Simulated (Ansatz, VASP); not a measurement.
## Two plane-wave programs on Hg

The input INCAR:

```
SYSTEM = Hg
  PREC = Accurate
  ENCUT = 520
  EDIFF = 1E-6
  ISMEAR = 0
  SIGMA = 0.1
  LREAL = .FALSE.
  LASPH = .TRUE.
  NELM = 100
  ALGO = Normal
  ISIF = 2
  LWAVE = .FALSE.
  LCHARG = .FALSE.
  GGA = PE
  NBANDS = 32
```

File KPOINTS:

```
regular mesh
0
G
  4 4 6
  0 0 0
```

File POSCAR:

```
Hg
1.0
    2.7592200650     -5.7631246900      0.0000000000
    2.7592200650      5.7631246900      0.0000000000
    0.0000000000      0.0000000000      3.3892448200
Hg
4
Direct
    0.3691655400      0.6308344600      0.5007497100
    0.8691655400      0.1308344600      0.9992502900
    0.1308344600      0.8691655400      0.0007497100
    0.6308344600      0.3691655400      0.4992502900
```

Input for Ansatz:

```yaml
crystal:
  lattice:
    - [2.759220065, -5.76312469, 0.0]
    - [2.759220065, 5.76312469, 0.0]
    - [0.0, 0.0, 3.38924482]
  atoms:
    - { symbol: Hg, position: [0.36916554, 0.63083446, 0.50074971] }
    - { symbol: Hg, position: [0.86916554, 0.13083446, 0.99925029] }
    - { symbol: Hg, position: [0.13083446, 0.86916554, 0.00074971] }
    - { symbol: Hg, position: [0.63083446, 0.36916554, 0.49925029] }
basis:
  ecutwfc: 420
kpoints:
  mp_grid: { grid: [4, 4, 6] }
hamiltonian:
  xc: pbe
scf:
  occupations: { method: gaussian, width: 0.1 }
  lower_state_search: "off"
output:
  forces: true
  stress: true
  eigenvalues: true
```

Alike in both runs: task single point; functional PBE; k mesh 4 × 4 × 6; occupations gaussian, width 0.1 eV; no spin polarisation.

|  | VASP | Ansatz |
| --- | --- | --- |
| version | VASP 6.6.1 | Ansatz 0.2.0 |
| potentials or method | VASP PAW PBE potentials, release 64 (Hg), cutoff 520 eV | scalar-relativistic, plane waves, PAW |
| valence electrons in the cell | 48 | 80 |

```tsv
	VASP	Ansatz	Ansatz less VASP
gap on the k mesh at the Fermi level (eV)	none	none	-
pressure (GPa)	1.8	1.6	-0.19
traceless stress, the component that is largest in VASP (GPa)	0.28	0.23	-0.044
rms of the force components (eV/Å)	0.011	0.014	+0.0022
```

Atom by atom the forces differ by 0.002 eV/Å (rms over components). A gap of «none» marks a metal or a gap that the smearing closes. With one functional, cell and mesh, what is left measures potentials, basis and numerics. VASP's potentials hold 48 valence electrons a cell and Ansatz's 80, so a difference there can come from the potentials and not from the codes.

Neither program's run includes spin-orbit coupling.
